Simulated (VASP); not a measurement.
# Zr2TiB2 (P4/mmm) in VASP: notebook

The runs below take Zr2TiB2 through single point, relaxation of cell and atoms, with PBE.

Everything below comes from runs of VASP 6.6.1. Logs are shortened: lines on timing, memory, paths and dates and some standing lists are left out, and cuts for length are marked.

## Step 1: The cell of the first run

Symmetry: P4/mmm, No. 123, tetragonal system. The conventional cell has a = 3.596 Å, b = 3.596 Å, c = 4.754 Å, α = 90.00°, β = 90.00°, γ = 90.00°. Within 2.9 Å of Zr (site symmetry 4mm) lie 4 B at 2.09 Å and 2 Zr at 2.14 to 2.62 Å and 4 Ti at 2.86 Å. Within 3.8 Å of Ti (site symmetry 4/mmm) lie 8 Zr at 2.86 Å and 8 B at 2.98 Å and 4 Ti at 3.60 Å. Within 2.8 Å of B (site symmetry mmm) lie 4 Zr at 2.09 Å and 4 B at 2.54 Å.

The cell was generated, and may not be a known phase.

## Step 2: Single point, PBE

INCAR reads:

```
  PREC = Accurate
  ENCUT = 520
  EDIFF = 1E-7
  ISMEAR = 0
  SIGMA = 0.1
  LREAL = False
  LASPH = True
  NELM = 100
  ALGO = Normal
  ISIF = 2
  LWAVE = False
  LCHARG = False
  GGA = PE
  NBANDS = 29
```

KPOINTS reads:

```
regular mesh
0
Gamma
  6 6 4
```

POSCAR reads:

```
Zr2TiB2
1.0
    3.5962996800      0.0000000000      0.0000000000
    0.0000000000      3.5962996800      0.0000000000
    0.0000000000      0.0000000000      4.7544851400
Zr Ti B
2 1 2
Direct
    0.5000000000      0.5000000000      0.7247068300
    0.5000000000      0.5000000000      0.2752931700
    0.0000000000      0.0000000000      0.0000000000
    0.5000000000      0.0000000000      0.5000000000
    0.0000000000      0.5000000000      0.5000000000
```

Potentials or basis: VASP PAW PBE potentials, release 64 (Zr_sv, Ti_sv, B).

Started as:

```bash
cat potpaw_PBE.64/Zr_sv/POTCAR potpaw_PBE.64/Ti_sv/POTCAR potpaw_PBE.64/B/POTCAR > POTCAR
mpirun -np 1 vasp_std > vasp.out
```

OUTCAR:

```text
PREC = Accurate
   ENCUT = 520
   EDIFF = 1E-7
   ISMEAR = 0
   LREAL = False
   LASPH = True
   NELM = 100
   ISIF = 2
   GGA = PE

 ion  position               nearest neighbor table
   1  0.500  0.500  0.725-   4 2.09   5 2.09   4 2.09   5 2.09   2 2.14   2 2.62   3 2.86   3 2.86
                             3 2.86   3 2.86
   2  0.500  0.500  0.275-   4 2.09   5 2.09   4 2.09   5 2.09   1 2.14   1 2.62   3 2.86   3 2.86
                             3 2.86   3 2.86
   3  0.000  0.000  0.000-   1 2.86   2 2.86   1 2.86   2 2.86   1 2.86   2 2.86   1 2.86   2 2.86

   4  0.500  0.000  0.500-   1 2.09   2 2.09   1 2.09   2 2.09
   5  0.000  0.500  0.500-   1 2.09   2 2.09   1 2.09   2 2.09

  LATTYP: Found a simple tetragonal cell.
 ALAT       =     3.5962996800
 C/A-ratio  =     1.3220492070

  Lattice vectors:

 A1 = (   3.5962996800,   0.0000000000,   0.0000000000)
 A2 = (   0.0000000000,   3.5962996800,   0.0000000000)
 A3 = (   0.0000000000,   0.0000000000,   4.7544851400)

Analysis of symmetry for initial positions (statically):
=====================================================================
 Subroutine PRICEL returns:
 Original cell was already a primitive cell.

 Routine SETGRP: Setting up the symmetry group for a
 simple tetragonal supercell.

 Subroutine GETGRP returns: Found 16 space group operations
 (whereof 16 operations were pure point group operations)
 out of a pool of 16 trial point group operations.

The static configuration has the point symmetry D_4h.

Analysis of symmetry for dynamics (positions and initial velocities):
=====================================================================
 Subroutine PRICEL returns:
 Original cell was already a primitive cell.

 Routine SETGRP: Setting up the symmetry group for a
 simple tetragonal supercell.

 Subroutine GETGRP returns: Found 16 space group operations
 (whereof 16 operations were pure point group operations)
 out of a pool of 16 trial point group operations.

The dynamic configuration has the point symmetry D_4h.

 Subroutine INISYM returns: Found 16 space group operations
 (whereof 16 operations are pure point group operations),
 and found     1 'primitive' translations

----------------------------------------------------------------------------------------

                                     Primitive cell

  volume of cell :      61.4915

  direct lattice vectors                    reciprocal lattice vectors
     3.596299680  0.000000000  0.000000000     0.278063590  0.000000000  0.000000000
     0.000000000  3.596299680  0.000000000     0.000000000  0.278063590  0.000000000
     0.000000000  0.000000000  4.754485140     0.000000000  0.000000000  0.210327716

  length of vectors
     3.596299680  3.596299680  4.754485140     0.278063590  0.278063590  0.210327716

  position of ions in fractional coordinates (direct lattice)
     0.500000000  0.500000000  0.724706830
     0.500000000  0.500000000  0.275293170
     0.000000000  0.000000000  0.000000000
     0.500000000  0.000000000  0.500000000
     0.000000000  0.500000000  0.500000000

  ion indices of the primitive-cell ions
   primitive index   ion index
                 1           1
                 2           2
                 3           3
                 4           4
                 5           5

----------------------------------------------------------------------------------------

 KPOINTS: regular mesh

Automatic generation of k-mesh.
 Grid dimensions read from file:
 generate k-points for:    6    6    4

 Generating k-lattice:

  Cartesian coordinates                     Fractional coordinates (reciprocal lattice)
     0.046343932  0.000000000  0.000000000     0.166666667  0.000000000  0.000000000
     0.000000000  0.046343932  0.000000000     0.000000000  0.166666667  0.000000000
     0.000000000  0.000000000  0.052581929     0.000000000  0.000000000  0.250000000

  Length of vectors
     0.046343932  0.046343932  0.052581929

  Shift w.r.t. Gamma in fractional coordinates (k-lattice)
     0.000000000  0.000000000  0.000000000

 Subroutine IBZKPT returns following result:
 ===========================================

 Found     30 irreducible k-points:

 Following reciprocal coordinates:
            Coordinates               Weight
  0.000000  0.000000  0.000000      1.000000
  0.166667  0.000000  0.000000      4.000000
  0.333333  0.000000  0.000000      4.000000
  0.500000  0.000000  0.000000      2.000000
  0.166667  0.166667  0.000000      4.000000
  0.333333  0.166667  0.000000      8.000000
[... 16 lines left out ...]
  0.333333  0.000000  0.500000      4.000000
  0.500000  0.000000  0.500000      2.000000
 [... further k-points ...]
   k-points           NKPTS =     30   k-points in BZ     NKDIM =     30   number of bands    NBANDS=     29
   number of dos      NEDOS =    301   number of ions     NIONS =      5
   total plane-waves  NPLWV =  28224
   dimension x,y,z NGX =    28 NGY =   28 NGZ =   36
   dimension x,y,z NGXF=    56 NGYF=   56 NGZF=   72
   ions per type =               2   1   2
   NGX,Y,Z   is equivalent  to a cutoff of  12.94, 12.94, 12.59 a.u.
   NGXF,Y,Z  is equivalent  to a cutoff of  25.89, 25.89, 25.18 a.u.
 SYSTEM =  unknown system
   PREC   = accura    normal or accurate (medium, high low for compatibility)
   ISTART =      0    job   : 0-new  1-cont  2-samecut
   ICHARG =      2    charge: 1-file 2-atom 10-const
   ISPIN  =      1    spin polarized calculation?
   LNONCOLLINEAR =      F non collinear calculations
   LSORBIT =      F    spin-orbit coupling
   LASPH  =      T    aspherical Exc in radial PAW
   ENCUT  =  520.0 eV  38.22 Ry    6.18 a.u.   6.69  6.69  8.84*2*pi/ulx,y,z
   NELM   =    100;   NELMIN=  2; NELMDL= -5     # of ELM steps
   EDIFF  = 0.1E-06   stopping-criterion for ELM
   LREAL  =      F    real-space projection
   EDIFFG = 0.1E-05   stopping-criterion for IOM
   NSW    =      0    number of steps for IOM
   IBRION =     -1    ionic relax: 0-MD 1-quasi-New 2-CG
   NFREE  =      0    steps in history (QN), initial steepest desc. (CG)
   ISIF   =      2    stress and relaxation
   ISYM   =      2    0-nonsym 1-usesym 2-fastsym
   POTIM  = 0.5000    time-step for ionic-motion
   TEBEG  =    0.0;   TEEND  =   0.0 temperature during run
   PSTRESS=    0.0 pullay stress
   NELECT =      42.0000    total number of electrons
   NUPDOWN=      -1.0000    fix difference up-down
   EMIN   =  10.00;   EMAX   =-10.00  energy-range for DOS
   EFERMI =   0.00;   METHOD = LEGACY
   ISMEAR =     0;   SIGMA  =   0.10  broadening in eV -4-tet -1-fermi 0-gaus
   EFERMI_NEDOS =   21; number of points for ismear=-14 and -15
   IALGO  =     38    algorithm
   IMIX   =      4    mixing-type and parameters
     AMIX     =   0.40;   BMIX     =  1.00
     AMIX_MAG =   1.60;   BMIX_MAG =  1.00
  volume/ion in A,a.u.               =      12.30        82.99
  Fermi-wavevector in a.u.,A,eV,Ry     =   1.441737  2.724489 28.281164  2.078607
  Thomas-Fermi vector in A             =   2.560336
   LORBIT       =      0    0 simple, 1 ext, 2 COOP (PROOUT), +10 PAW based schemes
   GGA     = PE    functional components
   LHFCALC =     F    Hartree Fock is set to
   AEXX    =    0.0000 exact exchange contribution
   IVDW    =     0    specifies the selected vdW correction
   LEPSILON=     F    determine dielectric tensor
   LRPA    =     F    only Hartree local field effects (RPA)
 non-spin polarized calculation
 Gauss-broadening in eV      SIGMA  =   0.10
  energy-cutoff  :      520.00
  volume of cell :       61.49
 maximum number of plane-waves:      1712
 NGX is ok and might be reduce to    28
   NGX = 13   NGY = 13   NGZ = 17

 number of electron      41.9999999 magnetization

 Free energy of the ion-electron system (eV)
  ---------------------------------------------------
  ext. energy  EPLUGINS =         0.00000000
  ---------------------------------------------------
  free energy    TOTEN  =       -29.04244089 eV

  energy without entropy =      -29.02091941  energy(sigma->0) =      -29.03168015

 E-fermi :  10.7082     XC(G=0): -12.3407

 val. band max:       10.6661035825   @ k =   0.0000   0.0000   0.0000
 cond. band min:      10.7107947768   @ k =   0.1667   0.0000   0.2500
 fundamental gap:      0.0446911942
 Fermi energy:        10.7081684737

 k-point     1 :       0.0000    0.0000    0.0000
  band No.  band energies     occupation
      1     -46.2508      2.00000
      2     -37.3868      2.00000
      3     -35.8532      2.00000
      4     -22.5430      2.00000
      5     -22.5430      2.00000
      6     -22.5426      2.00000
[... 21 lines left out ...]
     28      14.3427      0.00000
     29      15.1065      0.00000

 k-point     2 :       0.1667    0.0000    0.0000
  band No.  band energies     occupation
      1     -46.2498      2.00000
      2     -37.3845      2.00000
      3     -35.8489      2.00000
      4     -22.5557      2.00000
      5     -22.5446      2.00000
      6     -22.5396      2.00000
[... 21 lines left out ...]
     28      15.4496      0.00000
     29      16.2050      0.00000

 k-point     3 :       0.3333    0.0000    0.0000
  band No.  band energies     occupation
      1     -46.2479      2.00000
      2     -37.3799      2.00000
      3     -35.8404      2.00000
      4     -22.5808      2.00000
      5     -22.5487      2.00000
      6     -22.5327      2.00000
[... 21 lines left out ...]
     28      15.5105      0.00000
     29      16.0121      0.00000

 k-point     4 :       0.5000    0.0000    0.0000
  band No.  band energies     occupation
      1     -46.2469      2.00000
      2     -37.3776      2.00000
      3     -35.8361      2.00000
      4     -22.5932      2.00000
      5     -22.5508      2.00000
      6     -22.5292      2.00000
[... 21 lines left out ...]
     28      14.5767      0.00000
     29      16.3350      0.00000

 k-point     5 :       0.1667    0.1667    0.0000
  band No.  band energies     occupation
      1     -46.2489      2.00000
      2     -37.3819      2.00000
      3     -35.8447      2.00000
      4     -22.5564      2.00000
      5     -22.5503      2.00000
      6     -22.5454      2.00000
[... 21 lines left out ...]
     28      15.5903      0.00000
     29      16.5752      0.00000
[... 510 lines left out ...]
     28      14.6556      0.00000
     29      15.0723      0.00000

 k-point    22 :       0.1667    0.0000    0.5000
  band No.  band energies     occupation
      1     -46.2498      2.00000
      2     -37.2113      2.00000
      3     -36.0850      2.00000
      4     -22.5513      2.00000
      5     -22.5487      2.00000
      6     -22.5387      2.00000
[... 21 lines left out ...]
     28      14.5018      0.00000
     29      14.5260      0.00000

 k-point    23 :       0.3333    0.0000    0.5000
  band No.  band energies     occupation
      1     -46.2478      2.00000
      2     -37.2046      2.00000
      3     -36.0791      2.00000
      4     -22.5699      2.00000
      5     -22.5524      2.00000
      6     -22.5323      2.00000
[... 21 lines left out ...]
     28      14.2180      0.00000
     29      14.3014      0.00000

 k-point    24 :       0.5000    0.0000    0.5000
  band No.  band energies     occupation
      1     -46.2469      2.00000
      2     -37.2013      2.00000
      3     -36.0762      2.00000
      4     -22.5791      2.00000
      5     -22.5543      2.00000
      6     -22.5290      2.00000
[... 21 lines left out ...]
     28      13.7346      0.00000
     29      13.7871      0.00000

 [... further k-points ...]
[... 5 lines left out ...]
  --------------------------------------------------------------------------------------
  -------------------------------------------------------------------------------------
  Total       24.9754565     24.9754565     35.5083483      0.0000000      0.0000000      0.0000000
  in kB      650.7419057    650.7419057    925.1790931      0.0000000      0.0000000      0.0000000
  external PRESSURE =     742.2209681 kB  Pullay stress =       0.0000000 kB

 VOLUME and BASIS-vectors are now :
 -----------------------------------------------------------------------------
  energy-cutoff  :      520.00
  volume of cell :       61.49
      direct lattice vectors                 reciprocal lattice vectors
     3.596299680  0.000000000  0.000000000     0.278063590  0.000000000  0.000000000
     0.000000000  3.596299680  0.000000000     0.000000000  0.278063590  0.000000000
     0.000000000  0.000000000  4.754485140     0.000000000  0.000000000  0.210327716

 POSITION                                       TOTAL-FORCE (eV/Angst)
 -----------------------------------------------------------------------------------
      1.79815      1.79815      3.44561        -0.000000      0.000000      7.861918
      1.79815      1.79815      1.30888         0.000000     -0.000000     -7.861918
      0.00000      0.00000      0.00000         0.000000      0.000000      0.000000
      1.79815      0.00000      2.37724         0.000000      0.000000      0.000000
      0.00000      1.79815      2.37724         0.000000      0.000000      0.000000
 -----------------------------------------------------------------------------------
    total drift:                                0.000000      0.000000     -0.000000

  FREE ENERGIE OF THE ION-ELECTRON SYSTEM (eV)
  ---------------------------------------------------
  free  energy   TOTEN  =       -29.0424408933 eV

  energy  without entropy=      -29.0209194135  energy(sigma->0) =      -29.03168015
```

Run time: 75 s. Hardware: 1 thread of Intel Xeon 6975P-C (Granite Rapids), shared host; peak memory 0.19 GiB.

Results:

* Free energy: -29.0424 eV
* Pressure: 74.2 GPa
* Largest force: 7.862 eV/Å
* Band gap on the k mesh: zero (bands 21 and 22 overlap by 0.93 eV)

Forces on the atoms (eV/Å):
```
Zr   0.000  0.000  7.862
Zr   0.000  0.000 -7.862
Ti   0.000  0.000  0.000
B    0.000  0.000  0.000
B    0.000  0.000  0.000
```

Levels at points of the mesh, in eV from the Fermi level:
```csv
k point,band 19,band 20,band 21,band 22,band 23,band 24
"(0.00, 0.00, 0.00)",-2.48,-0.55,-0.04,0.04,0.86,0.86
"(0.50, 0.00, 0.00)",-1.92,-0.79,-0.31,0.18,0.39,0.93
"(0.50, 0.50, 0.00)",-0.75,-0.75,-0.66,-0.53,0.65,1.16
"(0.00, 0.00, 0.50)",-0.64,-0.10,0.15,0.15,1.59,1.94
"(0.50, 0.00, 0.50)",-0.84,-0.57,-0.52,0.81,1.16,1.85
"(0.50, 0.50, 0.50)",-0.57,-0.54,-0.52,-0.47,-0.47,1.30
```

Caveat: the stress differs along the axes, from 65 to 93 GPa; forces of over 1 eV/Å act on the atoms, so gaps and moduli don't describe the material at rest.

[end of part 1 of 2]

The gap in the log of VASP goes by the Fermi energy; the results here count the filled bands.